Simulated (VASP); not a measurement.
Set up this calculation in VASP 6.6.1, as the native input.

```
Task                   : single point
Functional             : PBE
Potentials or basis    : VASP PAW PBE potentials, release 64 (Sn_d, O)
Cutoff                 : 520 eV
k mesh                 : 6 × 6 × 8
Occupations            : gaussian, width 0.05 eV
Spin                   : no spin polarisation
Dipole correction      : no
Further INCAR settings : ALGO = Normal; EDIFF = 1e-07; NBANDS = 35
```

The structure of SnO2 lies in POSCAR:

```
SnO2
1.0
    4.8277933061      0.0000000000      0.0000000000
    0.0000000000      4.8278069700      0.0000000000
    0.0000000000      0.0000000000      3.2379014612
Sn O
2 4
Direct
    0.5000000000      0.5000000000      0.5000000000
    0.0000000000      0.0000000000      0.0000000000
    0.3285422861      0.3286001785      0.0000000000
    0.8285422861      0.1713998215      0.5000000000
    0.1714577139      0.8286001785      0.5000000000
    0.6714577139      0.6713998215      0.0000000000
```

This cell differs from its parent crystal: atoms shifted along a free coordinate, c/a of the conventional cell at fixed volume 0.6707.

These files were run (other wordings do the same):

INCAR

```
PREC = Accurate
ENCUT = 520
EDIFF = 1E-7
ISMEAR = 0
SIGMA = 0.05
LREAL = F
LASPH = T
NELM = 80
ALGO = Normal
ISIF = 2
LWAVE = F
LCHARG = F
GGA = PE
NBANDS = 35
```

KPOINTS

```
regular mesh
0
Gamma
  6 6 8
```

Potentials or basis: VASP PAW PBE potentials, release 64 (Sn_d, O).

Command:

```sh
$ cat potpaw_PBE.64/Sn_d/POTCAR potpaw_PBE.64/O/POTCAR > POTCAR
$ mpirun -np 1 vasp_std > vasp.out
```

Results of the run:

| Item | Value |
| --- | --- |
| Pressure | 10.6 GPa |
| Largest force | 3.618 eV/Å |
| Band gap on the k mesh | 1.08 eV |

Caveat: the stress differs along the axes, from 9 to 15 GPa; spin-orbit coupling is left out, which moves the levels of the heavy elements; forces of over 1 eV/Å act on the atoms, so gaps and moduli don't describe the material at rest.

Wall time 87 s on 1 thread of Intel(R) Xeon(R) Platinum 8559C (Emerald Rapids) (shared host), peak memory 0.29 GiB.
